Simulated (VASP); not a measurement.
# Sr (P2_1/m) in VASP: notebook

The runs below take Sr through single point, with LDA.

All numbers are computed with VASP 6.6.1; they aren't measurements. Logs are shortened: lines on timing, memory, paths and dates and some standing lists are left out, and cuts for length are marked.

## (1) The cell of the first run

The structure is monoclinic, space group P2_1/m (No. 11). Conventional cell: a = 4.310 Å, b = 7.050 Å, c = 4.310 Å, α = 90.00°, β = 120.00°, γ = 90.00°. Sr (site symmetry m) has 12 Sr at 4.29 to 4.34 Å within 5.6 Å.

## (2) Single point, LDA

Contents of INCAR:

```
SYSTEM = Sr
PREC     = Accurate       ! precision mode
ENCUT    = 520            ! plane-wave cutoff, eV
EDIFF    = 1E-6           ! SCF threshold, eV
ISMEAR   = -1             ! smearing method
SIGMA    = 0.15           ! smearing width, eV
LREAL    = .False.        ! projectors in reciprocal space
LASPH    = .True.         ! aspherical terms in the spheres
NELM     = 60             ! most SCF steps
ALGO     = Normal         ! electronic algorithm
ISIF     = 2              ! what is computed and relaxed
LWAVE    = .False.        ! write WAVECAR
LCHARG   = .False.        ! write CHGCAR
NBANDS   = 17             ! bands
```

Contents of KPOINTS:

```
regular mesh
0
Gamma
  7 7 4
  0 0 0
```

Contents of POSCAR:

```
Sr
1.0
    4.3100000000      0.0000000000      0.0000000000
   -2.1550000000      3.7325694900      0.0000000000
    0.0000000000      0.0000000000      7.0500000000
Sr
2
Direct
    0.3333333333      0.6666666667      0.2500000000
    0.6550657386      0.3333333333      0.7500000000
```

Potentials or basis: VASP PAW LDA potentials, release 64 (Sr_sv).

The run is started by

```
cat potpaw_LDA.64/Sr_sv/POTCAR > POTCAR
mpirun -np 1 vasp_std > vasp.out
```

OUTCAR:

```text
SYSTEM = Sr
   PREC = Accurate
   ENCUT = 520
   EDIFF = 1E-6
   ISMEAR = -1
   LREAL = .False.
   LASPH = .True.
   NELM = 60
   ISIF = 2

 ion  position               nearest neighbor table
   1  0.333  0.667  0.250-   2 4.29   2 4.29   2 4.32   2 4.32   2 4.34   2 4.34
   2  0.655  0.333  0.750-   1 4.29   1 4.29   1 4.32   1 4.32   1 4.34   1 4.34

  LATTYP: Found a hexagonal cell.
 ALAT       =     4.3100000000
 C/A-ratio  =     1.6357308585

  Lattice vectors:

 A1 = (   4.3100000000,   0.0000000000,   0.0000000000)
 A2 = (  -2.1550000000,   3.7325694900,   0.0000000000)
 A3 = (   0.0000000000,   0.0000000000,   7.0500000000)

Analysis of symmetry for initial positions (statically):
=====================================================================
 Subroutine PRICEL returns:
 Original cell was already a primitive cell.

 Routine SETGRP: Setting up the symmetry group for a
 hexagonal supercell.

 Subroutine GETGRP returns: Found  4 space group operations
 (whereof  1 operations were pure point group operations)
 out of a pool of 24 trial point group operations.

The static configuration has the point symmetry C_1 .
 The point group associated with its full space group is C_2h.

Analysis of symmetry for dynamics (positions and initial velocities):
=====================================================================
 Subroutine PRICEL returns:
 Original cell was already a primitive cell.

 Routine SETGRP: Setting up the symmetry group for a
 hexagonal supercell.

 Subroutine GETGRP returns: Found  4 space group operations
 (whereof  1 operations were pure point group operations)
 out of a pool of 24 trial point group operations.

The dynamic configuration has the point symmetry C_1 .
 The point group associated with its full space group is C_2h.

 Subroutine INISYM returns: Found  4 space group operations
 (whereof  1 operations are pure point group operations),
 and found     1 'primitive' translations

----------------------------------------------------------------------------------------

                                     Primitive cell

  volume of cell :     113.4160

  direct lattice vectors                    reciprocal lattice vectors
     4.310000000  0.000000000  0.000000000     0.232018561  0.133955979  0.000000000
    -2.155000000  3.732569490  0.000000000     0.000000000  0.267911958  0.000000000
     0.000000000  0.000000000  7.050000000     0.000000000  0.000000000  0.141843972

  length of vectors
     4.310000000  4.310000000  7.050000000     0.267911958  0.267911958  0.141843972

  position of ions in fractional coordinates (direct lattice)
     0.333333333  0.666666667  0.250000000
     0.655065739  0.333333333  0.750000000

  ion indices of the primitive-cell ions
   primitive index   ion index
                 1           1
                 2           2

----------------------------------------------------------------------------------------

 KPOINTS: regular mesh

Automatic generation of k-mesh.
 Grid dimensions read from file:
 generate k-points for:    7    7    4

 Generating k-lattice:

  Cartesian coordinates                     Fractional coordinates (reciprocal lattice)
     0.033145509  0.019136568  0.000000000     0.142857143  0.000000000  0.000000000
     0.000000000  0.038273137  0.000000000     0.000000000  0.142857143  0.000000000
     0.000000000  0.000000000  0.035460993     0.000000000  0.000000000  0.250000000

  Length of vectors
     0.038273137  0.038273137  0.035460993

  Shift w.r.t. Gamma in fractional coordinates (k-lattice)
     0.000000000  0.000000000  0.000000000

 Subroutine IBZKPT returns following result:
 ===========================================

 Found     75 irreducible k-points:

 Following reciprocal coordinates:
            Coordinates               Weight
  0.000000  0.000000  0.000000      1.000000
  0.142857 -0.000000  0.000000      2.000000
  0.000000  0.142857  0.000000      2.000000
 -0.142857  0.142857  0.000000      2.000000
  0.285714 -0.000000  0.000000      2.000000
  0.000000  0.285714  0.000000      2.000000
[... 16 lines left out ...]
  0.285714  0.285714  0.000000      2.000000
 -0.285714 -0.428571  0.000000      2.000000
 [... further k-points ...]
   k-points           NKPTS =     75   k-points in BZ     NKDIM =     75   number of bands    NBANDS=     17
   number of dos      NEDOS =    301   number of ions     NIONS =      2
   total plane-waves  NPLWV =  55296
   dimension x,y,z NGX =    32 NGY =   32 NGZ =   54
   dimension x,y,z NGXF=    64 NGYF=   64 NGZF=  108
   ions per type =               2
   NGX,Y,Z   is equivalent  to a cutoff of  12.34, 12.34, 12.73 a.u.
   NGXF,Y,Z  is equivalent  to a cutoff of  24.69, 24.69, 25.47 a.u.
 SYSTEM =  Sr
   PREC   = accura    normal or accurate (medium, high low for compatibility)
   ISTART =      0    job   : 0-new  1-cont  2-samecut
   ICHARG =      2    charge: 1-file 2-atom 10-const
   ISPIN  =      1    spin polarized calculation?
   LNONCOLLINEAR =      F non collinear calculations
   LSORBIT =      F    spin-orbit coupling
   LASPH  =      T    aspherical Exc in radial PAW
   ENCUT  =  520.0 eV  38.22 Ry    6.18 a.u.   8.01  8.01 13.11*2*pi/ulx,y,z
   NELM   =     60;   NELMIN=  2; NELMDL= -5     # of ELM steps
   EDIFF  = 0.1E-05   stopping-criterion for ELM
   LREAL  =      F    real-space projection
   EDIFFG = 0.1E-04   stopping-criterion for IOM
   NSW    =      0    number of steps for IOM
   IBRION =     -1    ionic relax: 0-MD 1-quasi-New 2-CG
   NFREE  =      0    steps in history (QN), initial steepest desc. (CG)
   ISIF   =      2    stress and relaxation
   ISYM   =      2    0-nonsym 1-usesym 2-fastsym
   POTIM  = 0.5000    time-step for ionic-motion
   TEBEG  =    0.0;   TEEND  =   0.0 temperature during run
   PSTRESS=    0.0 pullay stress
   NELECT =      20.0000    total number of electrons
   NUPDOWN=      -1.0000    fix difference up-down
   EMIN   =  10.00;   EMAX   =-10.00  energy-range for DOS
   EFERMI =   0.00;   METHOD = LEGACY
   ISMEAR =    -1;   SIGMA  =   0.15  broadening in eV -4-tet -1-fermi 0-gaus
   EFERMI_NEDOS =   21; number of points for ismear=-14 and -15
   IALGO  =     38    algorithm
   IMIX   =      4    mixing-type and parameters
     AMIX     =   0.40;   BMIX     =  1.00
     AMIX_MAG =   1.60;   BMIX_MAG =  1.00
  volume/ion in A,a.u.               =      56.71       382.68
  Fermi-wavevector in a.u.,A,eV,Ry     =   0.918037  1.734838 11.466874  0.842791
  Thomas-Fermi vector in A             =   2.043073
   LORBIT       =      0    0 simple, 1 ext, 2 COOP (PROOUT), +10 PAW based schemes
   GGA     = CA    functional components
   LHFCALC =     F    Hartree Fock is set to
   AEXX    =    0.0000 exact exchange contribution
   IVDW    =     0    specifies the selected vdW correction
   LEPSILON=     F    determine dielectric tensor
   LRPA    =     F    only Hartree local field effects (RPA)
 non-spin polarized calculation
  energy-cutoff  :      520.00
  volume of cell :      113.42
 maximum number of plane-waves:      3071
   NGX = 17   NGY = 17   NGZ = 27

 number of electron      20.0000000 magnetization

 Free energy of the ion-electron system (eV)
  ---------------------------------------------------
  ext. energy  EPLUGINS =         0.00000000
  ---------------------------------------------------
  free energy    TOTEN  =        -3.80039613 eV

  energy without entropy =       -3.59385362  energy(sigma->0) =       -3.69712488

 E-fermi :   1.2637     XC(G=0):  -7.4600

 val. band max:        1.1497360187   @ k =  -0.2857   0.2857   0.0000
 cond. band min:       1.3449085573   @ k =   0.2857  -0.0000   0.0000
 fundamental gap:      0.1951725386
 Fermi energy:         1.2636565565

 k-point     1 :       0.0000    0.0000    0.0000
  band No.  band energies     occupation
      1     -35.1877      2.00000
      2     -35.1753      2.00000
      3     -17.3554      2.00000
      4     -17.2035      2.00000
      5     -17.2005      2.00000
      6     -17.1777      2.00000
[... 9 lines left out ...]
     16       3.9045      0.00000
     17       4.3507      0.00000

 k-point     2 :       0.1429   -0.0000    0.0000
  band No.  band energies     occupation
      1     -35.1856      2.00000
      2     -35.1743      2.00000
      3     -17.3443      2.00000
      4     -17.2269      2.00000
      5     -17.2113      2.00000
      6     -17.2042      2.00000
[... 9 lines left out ...]
     16       3.9554      0.00000
     17       4.0983      0.00000

 k-point     3 :       0.0000    0.1429    0.0000
  band No.  band energies     occupation
      1     -35.1856      2.00000
      2     -35.1743      2.00000
      3     -17.3440      2.00000
      4     -17.2281      2.00000
      5     -17.2100      2.00000
      6     -17.2040      2.00000
[... 9 lines left out ...]
     16       3.9241      0.00000
     17       4.1423      0.00000

 k-point     4 :      -0.1429    0.1429    0.0000
  band No.  band energies     occupation
      1     -35.1855      2.00000
      2     -35.1743      2.00000
      3     -17.3437      2.00000
      4     -17.2291      2.00000
      5     -17.2090      2.00000
      6     -17.2038      2.00000
[... 9 lines left out ...]
     16       3.9019      0.00000
     17       4.1346      0.00000

 k-point     5 :       0.2857   -0.0000    0.0000
  band No.  band energies     occupation
      1     -35.1807      2.00000
      2     -35.1722      2.00000
      3     -17.3160      2.00000
      4     -17.2861      2.00000
      5     -17.2619      2.00000
      6     -17.2286      2.00000
[... 9 lines left out ...]
     16       4.4088      0.00000
     17       4.4955      0.00000

 k-point     6 :       0.0000    0.2857    0.0000
  band No.  band energies     occupation
      1     -35.1806      2.00000
      2     -35.1723      2.00000
      3     -17.3147      2.00000
      4     -17.2868      2.00000
      5     -17.2623      2.00000
      6     -17.2276      2.00000
[... 9 lines left out ...]
     16       4.4225      0.00000
     17       4.5081      0.00000

 k-point     7 :      -0.2857    0.2857    0.0000
  band No.  band energies     occupation
      1     -35.1805      2.00000
      2     -35.1723      2.00000
      3     -17.3135      2.00000
      4     -17.2874      2.00000
      5     -17.2626      2.00000
      6     -17.2268      2.00000
[... 9 lines left out ...]
     16       4.4460      0.00000
     17       4.5114      0.00000

 k-point     8 :       0.4286   -0.0000    0.0000
  band No.  band energies     occupation
      1     -35.1763      2.00000
      2     -35.1709      2.00000
      3     -17.3339      2.00000
      4     -17.3064      2.00000
      5     -17.2861      2.00000
      6     -17.2420      2.00000
[... 9 lines left out ...]
     16       5.1213      0.00000
     17       5.6143      0.00000
[... 203 lines left out ...]
      1     -35.1772      2.00000
      2     -35.1712      2.00000
      3     -17.3098      2.00000
      4     -17.2927      2.00000
      5     -17.2917      2.00000
      6     -17.2446      2.00000
[... 9 lines left out ...]
     16       4.6019      0.00000
     17       4.9809      0.00000

 k-point    20 :       0.4286    0.1429    0.0000
  band No.  band energies     occupation
      1     -35.1748      2.00000
      2     -35.1709      2.00000
      3     -17.3327      2.00000
      4     -17.3051      2.00000
      5     -17.2737      2.00000
      6     -17.2584      2.00000
[... 9 lines left out ...]
     16       5.1260      0.00000
     17       5.1735      0.00000

 k-point    21 :      -0.1429   -0.4286    0.0000
  band No.  band energies     occupation
      1     -35.1745      2.00000
      2     -35.1712      2.00000
      3     -17.3330      2.00000
      4     -17.3059      2.00000
      5     -17.2699      2.00000
      6     -17.2576      2.00000
[... 9 lines left out ...]
     16       5.1143      0.00000
     17       5.2068      0.00000

 k-point    22 :       0.4286    0.4286    0.0000
  band No.  band energies     occupation
      1     -35.1741      2.00000
      2     -35.1715      2.00000
      3     -17.3332      2.00000
      4     -17.3066      2.00000
      5     -17.2656      2.00000
      6     -17.2570      2.00000
[... 9 lines left out ...]
     16       5.1094      0.00000
     17       5.2341      0.00000

 k-point    23 :       0.2857    0.2857    0.0000
  band No.  band energies     occupation
      1     -35.1738      2.00000
      2     -35.1711      2.00000
      3     -17.3145      2.00000
      4     -17.2961      2.00000
      5     -17.2732      2.00000
      6     -17.2646      2.00000
[... 9 lines left out ...]
     16       4.5952      0.00000
     17       5.0525      0.00000

 k-point    24 :      -0.2857   -0.4286    0.0000
  band No.  band energies     occupation
      1     -35.1734      2.00000
      2     -35.1715      2.00000
      3     -17.3149      2.00000
      4     -17.2973      2.00000
      5     -17.2722      2.00000
      6     -17.2595      2.00000
[... 9 lines left out ...]
     16       4.5012      0.00000
     17       5.0968      0.00000

 [... further k-points ...]
[... 5 lines left out ...]
  --------------------------------------------------------------------------------------
  -------------------------------------------------------------------------------------
  Total       -1.0899462     -1.0892189     -1.0990790     -0.0364073      0.0000000      0.0000000
  in kB      -15.3971858    -15.3869117    -15.5262016     -0.5143094      0.0000000      0.0000000
  external PRESSURE =     -15.4367664 kB  Pullay stress =       0.0000000 kB

 VOLUME and BASIS-vectors are now :
 -----------------------------------------------------------------------------
  energy-cutoff  :      520.00
  volume of cell :      113.42
      direct lattice vectors                 reciprocal lattice vectors
     4.310000000  0.000000000  0.000000000     0.232018561  0.133955979  0.000000000
    -2.155000000  3.732569490  0.000000000     0.000000000  0.267911958  0.000000000
     0.000000000  0.000000000  7.050000000     0.000000000  0.000000000  0.141843972

 POSITION                                       TOTAL-FORCE (eV/Angst)
 -----------------------------------------------------------------------------------
     -0.00000      2.48838      1.76250        -0.014807      0.000648     -0.000000
      2.10500      1.24419      5.28750         0.014807     -0.000648      0.000000
 -----------------------------------------------------------------------------------
    total drift:                                0.000001     -0.000001      0.000000

  FREE ENERGIE OF THE ION-ELECTRON SYSTEM (eV)
  ---------------------------------------------------
  free  energy   TOTEN  =        -3.8003961306 eV

  energy  without entropy=       -3.5938536210  energy(sigma->0) =       -3.69712488
```

Run time: 2.5 min. Hardware: 1 thread of Oxide Virtual Turin-like, shared host; peak memory 0.23 GiB.

What came out:

```
Free energy            : -3.8004 eV
Pressure               : -1.5 GPa
Largest force          : 0.015 eV/Å
Band gap on the k mesh : zero (band 10 reaches 1.42 eV, above the bottom of band 11 at 1.34 eV)
```

Forces on the atoms (eV/Å):
```
Sr  -0.015  0.001  0.000
Sr   0.015 -0.001  0.000
```

Levels at points of the mesh, in eV from the Fermi level:
```
           k point  band 6  band 7  band 8  band 9  band 10  band 11  band 12  band 13  band 14  band 15
(0.00, 0.00, 0.00)  -18.44  -18.44  -18.44   -3.56    -1.11     0.14     2.22     2.23     2.25     2.60
(0.00, 0.00, 0.50)  -18.45  -18.45  -18.45   -2.64    -2.64     1.27     1.27     2.22     2.22     2.24
```

## (3) Single point, LDA

Contents of INCAR:

```
SYSTEM = Sr
PREC = Accurate
ENCUT = 520
EDIFF = 1E-6
ISMEAR = -1
SIGMA = 0.15
LREAL = .FALSE.
LASPH = .TRUE.
NELM = 80
ALGO = Normal
ISIF = 2
LWAVE = .FALSE.
LCHARG = .FALSE.
NBANDS = 17
```

Contents of KPOINTS:

```
Automatic mesh
0
G
  7 7 4
  0 0 0
```

POSCAR: that of step 2 with these lines changed.

```diff
@@ -9,2 +9,2 @@
     0.3333333333      0.6666666667      0.2500000000
-    0.6550657386      0.3333333333      0.7500000000
+    0.6782675947      0.3333333333      0.7500000000
```

Potentials or basis: VASP PAW LDA potentials, release 64 (Sr_sv).

The run is started by

```
cat potpaw_LDA.64/Sr_sv/POTCAR > POTCAR
mpirun -np 1 vasp_std > vasp.out
```

Run time: 2.6 min. Hardware: 1 thread of Oxide Virtual Turin-like, shared host; peak memory 0.23 GiB.

Results (log left out):

```
Free energy            : -3.8004 eV
Pressure               : -1.5 GPa
Largest force          : 0.015 eV/Å
Band gap on the k mesh : zero (band 10 reaches 1.42 eV, above the bottom of band 11 at 1.34 eV)
```

Forces on the atoms (eV/Å):
```
Sr   0.015  0.001  0.000
Sr  -0.015 -0.001  0.000
```

Stress tensor (GPa, compression positive):
```
-1.54  0.05  0.00
 0.05 -1.54  0.00
 0.00  0.00 -1.55
```

Levels at points of the mesh, in eV from the Fermi level:
```tsv
k point	band 6	band 7	band 8	band 9	band 10	band 11	band 12	band 13	band 14	band 15
(0.00, 0.00, 0.00)	-18.44	-18.44	-18.44	-3.56	-1.11	0.14	2.22	2.23	2.25	2.60
(0.00, 0.00, 0.50)	-18.45	-18.45	-18.45	-2.64	-2.64	1.27	1.27	2.22	2.22	2.24
```

## (4) Single point, LDA

Contents of INCAR:

```
SYSTEM = Sr
  PREC = Accurate
  ENCUT = 520
  EDIFF = 1E-7
  ISMEAR = -1
  SIGMA = 0.15
  LREAL = .FALSE.
  LASPH = .TRUE.
  NELM = 80
  ALGO = Normal
  ISIF = 2
  LWAVE = .FALSE.
  LCHARG = .FALSE.
  GGA = CA
  NBANDS = 17
```

KPOINTS is that of step 3.

POSCAR: that of step 3 with these lines changed.

```diff
@@ -9,2 +9,2 @@
     0.3333333333      0.6666666667      0.2500000000
-    0.6782675947      0.3333333333      0.7500000000
+    0.6898685228      0.3333333333      0.7500000000
```

The run is started by

```
cat potpaw_LDA.64/Sr_sv/POTCAR > POTCAR
mpirun -np 1 vasp_std > vasp.out
```

Run time: 2.9 min. Hardware: 1 thread of Oxide Virtual Turin-like, shared host; peak memory 0.23 GiB.

It converged, with:

```yaml
Free_energy: -3.7993 eV
Pressure: -1.5 GPa
Largest_force: 0.030 eV/Å
Band_gap_on_the_k_mesh: zero (band 10 reaches 1.43 eV, above the bottom of band 11 at 1.34 eV)
```

Forces on the atoms (eV/Å):
```
Sr   0.030  0.003  0.000
Sr  -0.030 -0.003  0.000
```

Stress tensor (GPa, compression positive):
```
-1.54  0.10  0.00
 0.10 -1.54  0.00
 0.00  0.00 -1.54
```

Levels at points of the mesh, in eV from the Fermi level:
```tsv
k point	band 8	band 9	band 10	band 11	band 12	band 13
(0.00, 0.00, 0.00)	-18.44	-3.56	-1.11	0.14	2.21	2.22
(0.00, 0.00, 0.50)	-18.45	-2.64	-2.64	1.27	1.27	2.22
```
